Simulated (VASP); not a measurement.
# CaB6 (Pm-3m) in VASP: relaxation of cell and atoms with r2SCAN

Aim: the relaxation of cell and atoms of CaB6 with r2SCAN.

All numbers are computed with VASP 6.6.1; they aren't measurements. Logs are shortened: lines on timing, memory, paths and dates and some standing lists are left out, and cuts for length are marked.

## Step 1: The cell of the first run

Symmetry: Pm-3m, No. 221, cubic system. The conventional cell has a = 4.137 Å, b = 4.137 Å, c = 4.137 Å, α = 90.00°, β = 90.00°, γ = 90.00°. Ca (site symmetry m-3m) has 24 B at 3.04 Å and 6 Ca at 4.14 Å within 4.2 Å. B (site symmetry 4mm) has 5 B at 1.67 to 1.74 Å within 2.2 Å.

## Step 2: Relaxation of cell and atoms, r2SCAN

The input, POSCAR:

```
CaB6
1.0
    4.1366658562      0.0000000000      0.0000000000
    0.0000000000      4.1366658562      0.0000000000
    0.0000000000      0.0000000000      4.1366658562
Ca B
1 6
Direct
    0.5000000000      0.5000000000      0.5000000000
    0.0000000000      0.0000000000      0.2980895247
    0.0000000000      0.0000000000      0.7019104753
    0.2980895247      0.0000000000      0.0000000000
    0.7019104753      0.0000000000      0.0000000000
    0.0000000000      0.2980895247      0.0000000000
    0.0000000000      0.7019104753      0.0000000000
```

The input, INCAR.step1:

```
ALGO = Normal
EDIFF = 1E-4
ENCUT = 600
GGA = PE
ISMEAR = 0
LASPH = T
LCHARG = F
LREAL = F
LWAVE = T
NELM = 80
PREC = Accurate
SIGMA = 0.01
```

The input, INCAR.step2:

```
ALGO = Normal
EDIFF = 1E-6
EDIFFG = -0.001
ENCUT = 600
IBRION = 2
ISIF = 3
ISMEAR = 0
ISTART = 1
LASPH = T
LCHARG = F
LMIXTAU = T
LREAL = F
LWAVE = F
METAGGA = R2SCAN
NELM = 80
NSW = 80
PREC = Accurate
SIGMA = 0.01
```

The input, KPOINTS:

```
k-points
0
Gamma
  8 8 8
```

Potentials or basis: VASP PAW PBE potentials, release 64 (Ca_sv, B).

Command:

```sh
> cat potpaw_PBE.64/Ca_sv/POTCAR potpaw_PBE.64/B/POTCAR > POTCAR
> cp INCAR.step1 INCAR
> mpirun -np 1 vasp_std > vasp.out
> cp INCAR.step2 INCAR
> mpirun -np 1 vasp_std > vasp.out
```

OUTCAR:

```text
EDIFF = 1E-6
   EDIFFG = -0.001
   ENCUT = 600
   IBRION = 2
   ISIF = 3
   ISMEAR = 0
   ISTART = 1
   LASPH = T
   LREAL = F
   METAGGA = R2SCAN
   NELM = 80
   NSW = 80
   PREC = Accurate

 ion  position               nearest neighbor table
   1  0.500  0.500  0.500-
   2  0.000  0.000  0.298-   3 1.67   4 1.74   5 1.74   6 1.74   7 1.74
   3  0.000  0.000  0.702-   2 1.67   4 1.74   5 1.74   6 1.74   7 1.74
   4  0.298  0.000  0.000-   5 1.67   3 1.74   2 1.74   6 1.74   7 1.74
   5  0.702  0.000  0.000-   4 1.67   3 1.74   2 1.74   6 1.74   7 1.74
   6  0.000  0.298  0.000-   7 1.67   3 1.74   4 1.74   5 1.74   2 1.74
   7  0.000  0.702  0.000-   6 1.67   3 1.74   4 1.74   5 1.74   2 1.74

  LATTYP: Found a simple cubic cell.
 ALAT       =     4.1366658562

  Lattice vectors:

 A1 = (   4.1366658562,   0.0000000000,   0.0000000000)
 A2 = (   0.0000000000,   4.1366658562,   0.0000000000)
 A3 = (   0.0000000000,   0.0000000000,   4.1366658562)

Analysis of symmetry for initial positions (statically):
=====================================================================
 Subroutine PRICEL returns:
 Original cell was already a primitive cell.

 Routine SETGRP: Setting up the symmetry group for a
 simple cubic supercell.

 Subroutine GETGRP returns: Found 48 space group operations
 (whereof 48 operations were pure point group operations)
 out of a pool of 48 trial point group operations.

The static configuration has the point symmetry O_h .

Analysis of symmetry for dynamics (positions and initial velocities):
=====================================================================
 Subroutine PRICEL returns:
 Original cell was already a primitive cell.

 Routine SETGRP: Setting up the symmetry group for a
 simple cubic supercell.

 Subroutine GETGRP returns: Found 48 space group operations
 (whereof 48 operations were pure point group operations)
 out of a pool of 48 trial point group operations.

The dynamic configuration has the point symmetry O_h .

 Subroutine INISYM returns: Found 48 space group operations
 (whereof 48 operations are pure point group operations),
 and found     1 'primitive' translations

----------------------------------------------------------------------------------------

                                     Primitive cell

  volume of cell :      70.7866

  direct lattice vectors                    reciprocal lattice vectors
     4.136665856  0.000000000  0.000000000     0.241740579  0.000000000  0.000000000
     0.000000000  4.136665856  0.000000000     0.000000000  0.241740579  0.000000000
     0.000000000  0.000000000  4.136665856     0.000000000  0.000000000  0.241740579

  length of vectors
     4.136665856  4.136665856  4.136665856     0.241740579  0.241740579  0.241740579

  position of ions in fractional coordinates (direct lattice)
     0.500000000  0.500000000  0.500000000
     0.000000000  0.000000000  0.298089525
     0.000000000  0.000000000  0.701910475
     0.298089525  0.000000000  0.000000000
     0.701910475  0.000000000  0.000000000
     0.000000000  0.298089525  0.000000000
     0.000000000  0.701910475  0.000000000

  ion indices of the primitive-cell ions
   primitive index   ion index
                 1           1
                 2           2
                 3           3
                 4           4
                 5           5
                 6           6
                 7           7

----------------------------------------------------------------------------------------

 KPOINTS: k-points

Automatic generation of k-mesh.
 Grid dimensions read from file:
 generate k-points for:    8    8    8

 Generating k-lattice:

  Cartesian coordinates                     Fractional coordinates (reciprocal lattice)
     0.030217572  0.000000000  0.000000000     0.125000000  0.000000000  0.000000000
     0.000000000  0.030217572  0.000000000     0.000000000  0.125000000  0.000000000
     0.000000000  0.000000000  0.030217572     0.000000000  0.000000000  0.125000000

  Length of vectors
     0.030217572  0.030217572  0.030217572

  Shift w.r.t. Gamma in fractional coordinates (k-lattice)
     0.000000000  0.000000000  0.000000000

 Subroutine IBZKPT returns following result:
 ===========================================

 Found     35 irreducible k-points:

 Following reciprocal coordinates:
            Coordinates               Weight
  0.000000  0.000000  0.000000      1.000000
  0.125000  0.000000  0.000000      6.000000
  0.250000  0.000000  0.000000      6.000000
  0.375000  0.000000  0.000000      6.000000
  0.500000  0.000000  0.000000      3.000000
  0.125000  0.125000  0.000000     12.000000
[... 16 lines left out ...]
  0.375000  0.375000  0.125000     24.000000
  0.500000  0.375000  0.125000     24.000000
 [... further k-points ...]
   k-points           NKPTS =     35   k-points in BZ     NKDIM =     35   number of bands    NBANDS=     18
   number of dos      NEDOS =    301   number of ions     NIONS =      7
   total plane-waves  NPLWV =  46656
   dimension x,y,z NGX =    36 NGY =   36 NGZ =   36
   dimension x,y,z NGXF=    72 NGYF=   72 NGZF=   72
   ions per type =               1   6
   NGX,Y,Z   is equivalent  to a cutoff of  14.47, 14.47, 14.47 a.u.
   NGXF,Y,Z  is equivalent  to a cutoff of  28.94, 28.94, 28.94 a.u.
 SYSTEM =  unknown system
   PREC   = accura    normal or accurate (medium, high low for compatibility)
   ISTART =      1    job   : 0-new  1-cont  2-samecut
   ICHARG =      0    charge: 1-file 2-atom 10-const
   ISPIN  =      1    spin polarized calculation?
   LNONCOLLINEAR =      F non collinear calculations
   LSORBIT =      F    spin-orbit coupling
   LASPH  =      T    aspherical Exc in radial PAW
   ENCUT  =  600.0 eV  44.10 Ry    6.64 a.u.   8.26  8.26  8.26*2*pi/ulx,y,z
   NELM   =     80;   NELMIN=  2; NELMDL=  0     # of ELM steps
   EDIFF  = 0.1E-05   stopping-criterion for ELM
   LREAL  =      F    real-space projection
   EDIFFG = -.1E-02   stopping-criterion for IOM
   NSW    =     80    number of steps for IOM
   IBRION =      2    ionic relax: 0-MD 1-quasi-New 2-CG
   NFREE  =      1    steps in history (QN), initial steepest desc. (CG)
   ISIF   =      3    stress and relaxation
   ISYM   =      2    0-nonsym 1-usesym 2-fastsym
   POTIM  = 0.5000    time-step for ionic-motion
   TEBEG  =    0.0;   TEEND  =   0.0 temperature during run
   PSTRESS=    0.0 pullay stress
   NELECT =      28.0000    total number of electrons
   NUPDOWN=      -1.0000    fix difference up-down
   EMIN   =  10.00;   EMAX   =-10.00  energy-range for DOS
   EFERMI =   0.00;   METHOD = LEGACY
   ISMEAR =     0;   SIGMA  =   0.01  broadening in eV -4-tet -1-fermi 0-gaus
   EFERMI_NEDOS =   21; number of points for ismear=-14 and -15
   IALGO  =     38    algorithm
   IMIX   =      4    mixing-type and parameters
     AMIX     =   0.40;   BMIX     =  1.00
     AMIX_MAG =   1.60;   BMIX_MAG =  1.00
  volume/ion in A,a.u.               =      10.11        68.24
  Fermi-wavevector in a.u.,A,eV,Ry     =   1.201740  2.270959 19.649238  1.444178
  Thomas-Fermi vector in A             =   2.337540
   LORBIT       =      0    0 simple, 1 ext, 2 COOP (PROOUT), +10 PAW based schemes
   METAGGA = R2SCAN    functional components
   LHFCALC =     F    Hartree Fock is set to
   AEXX    =    0.0000 exact exchange contribution
   IVDW    =     0    specifies the selected vdW correction
   LEPSILON=     F    determine dielectric tensor
   LRPA    =     F    only Hartree local field effects (RPA)
 conjugate gradient relaxation of ions
 non-spin polarized calculation
 Gauss-broadening in eV      SIGMA  =   0.01
  energy-cutoff  :      600.00
  volume of cell :       70.79
 maximum number of plane-waves:      2392
 NGX is ok and might be reduce to    36
   NGX = 17   NGY = 17   NGZ = 17

--------------------------------------- Ionic step        1  -------------------------------------------

 number of electron      28.0000002 magnetization

 Free energy of the ion-electron system (eV)
  ---------------------------------------------------
  ext. energy  EPLUGINS =         0.00000000
  ---------------------------------------------------
  free energy    TOTEN  =       -54.43704943 eV

  energy without entropy =      -54.43704942  energy(sigma->0) =      -54.43704942

------------------------ aborting loop because EDIFF is reached ----------------------------------------

  FORCE on cell =-STRESS in cart. coord.  units (eV):
  Direction    XX          YY          ZZ          XY          YZ          ZX
  --------------------------------------------------------------------------------------
  -------------------------------------------------------------------------------------
  Total        0.1259173      0.1259173      0.1259173     -0.0000000      0.0000000     -0.0000000
  in kB        2.8499984      2.8499984      2.8499984     -0.0000000      0.0000000     -0.0000000
  external PRESSURE =       2.8499984 kB  Pullay stress =       0.0000000 kB
[... 190 lines left out ...]
  energy  without entropy=      -54.4371746261  energy(sigma->0) =      -54.43717463

--------------------------------------- Ionic step        6  -------------------------------------------

 number of electron      28.0000002 magnetization

 Free energy of the ion-electron system (eV)
  ---------------------------------------------------
  ext. energy  EPLUGINS =         0.00000000
  ---------------------------------------------------
  free energy    TOTEN  =       -54.43717509 eV

  energy without entropy =      -54.43717509  energy(sigma->0) =      -54.43717509

 E-fermi :   4.7435     XC(G=0): -11.2441

 val. band max:        4.7095518139   @ k =   0.3750   0.0000   0.0000
 cond. band min:       4.7763188915   @ k =   0.5000   0.0000   0.0000
 fundamental gap:      0.0667670776
 Fermi energy:         4.7434946050

 k-point     1 :       0.0000    0.0000    0.0000
  band No.  band energies     occupation
      1     -38.2384      2.00000
      2     -18.3450      2.00000
      3     -18.3450      2.00000
      4     -18.3450      2.00000
      5     -10.7274      2.00000
      6      -2.5887      2.00000
[... 10 lines left out ...]
     17       7.6854      0.00000
     18       8.3925      0.00000
[... 466 lines left out ...]
      2     -18.3917      2.00000
      3     -18.3821      2.00000
      4     -18.3397      2.00000
      5     -10.0538      2.00000
      6      -4.8010      2.00000
[... 10 lines left out ...]
     17       9.3999      0.00000
     18       9.6919      0.00000

 [... further k-points ...]
[... 5 lines left out ...]
  --------------------------------------------------------------------------------------
  -------------------------------------------------------------------------------------
  Total        0.0002428      0.0002428      0.0002428     -0.0000000     -0.0000000      0.0000000
  in kB        0.0054856      0.0054856      0.0054856     -0.0000000     -0.0000000      0.0000000
  external PRESSURE =       0.0054856 kB  Pullay stress =       0.0000000 kB
[... 22 lines left out ...]
  FREE ENERGIE OF THE ION-ELECTRON SYSTEM (eV)
  ---------------------------------------------------
  free  energy   TOTEN  =       -54.4371750900 eV

  energy  without entropy=      -54.4371750885  energy(sigma->0) =      -54.43717509

 reached required accuracy - stopping structural energy minimisation
```

It took 5.7 min on 1 thread of Intel Xeon Platinum 8488C (Sapphire Rapids), shared host; peak memory 0.26 GiB.

What came out:

```yaml
Free_energy: -54.4372 eV
Relaxed_volume: 10.13 Å³/atom
Relaxed_cell: a = 4.139 Å, b = 4.139 Å, c = 4.139 Å, α = 90.00°, β = 90.00°, γ = 90.00°
Space_group_after_relaxing_to_0.1_Å: Pm-3m (No. 221)
Energy_gained_by_relaxing: 0.0 meV/atom
Ionic_steps: 6
Pressure_after_relaxing: 0.0 GPa
Band_gap_on_the_k_mesh: 0.07 eV
```

The path:
```tsv
step	energy change (eV)	largest force (eV/Å)	pressure (GPa)	volume (Å³)
1	0.0000	0.0285	0.28	70.79
2	0.0002	0.0772	-0.23	70.97
3	-0.0001	0.0116	0.09	70.86
4	-0.0001	0.0070	-0.04	70.93
5	-0.0001	0.0010	0.00	70.90
6	-0.0001	0.0006	0.00	70.90
```

Final structure:
```
Ca B
1.0
     4.13892    0.00000    0.00000
     0.00000    4.13892    0.00000
     0.00000    0.00000    4.13892
Ca B
1 6
Direct
  0.50000 0.50000 0.50000
  0.00000 0.00000 0.29816
  0.00000 0.00000 0.70184
  0.29816 0.00000 0.00000
  0.70184 0.00000 0.00000
  0.00000 0.29816 0.00000
  0.00000 0.70184 0.00000
```

Levels at points of the mesh, in eV from the valence-band top:
| k point | band 10 | band 11 | band 12 | band 13 | band 14 | band 15 | band 16 | band 17 | band 18 |
| --- | --- | --- | --- | --- | --- | --- | --- | --- | --- |
| (0.00, 0.00, 0.00) | -5.74 | -5.74 | -0.33 | -0.33 | -0.33 | 2.98 | 2.98 | 2.98 | 3.68 |
| (0.50, 0.00, 0.00) | -5.35 | -2.55 | -2.55 | -1.90 | 0.00 | 0.07 | 3.46 | 3.46 | 4.21 |
| (0.50, 0.50, 0.00) | -5.21 | -2.86 | -2.86 | -1.57 | -1.57 | 3.29 | 3.29 | 4.40 | 4.68 |
| (0.50, 0.50, 0.50) | -4.63 | -4.63 | -1.14 | -1.14 | -1.14 | 4.80 | 5.09 | 5.09 | 5.22 |

Caveat: the PAW data sets were made with another functional, which shifts forces and pressure a little. A k mesh can miss the band edges.
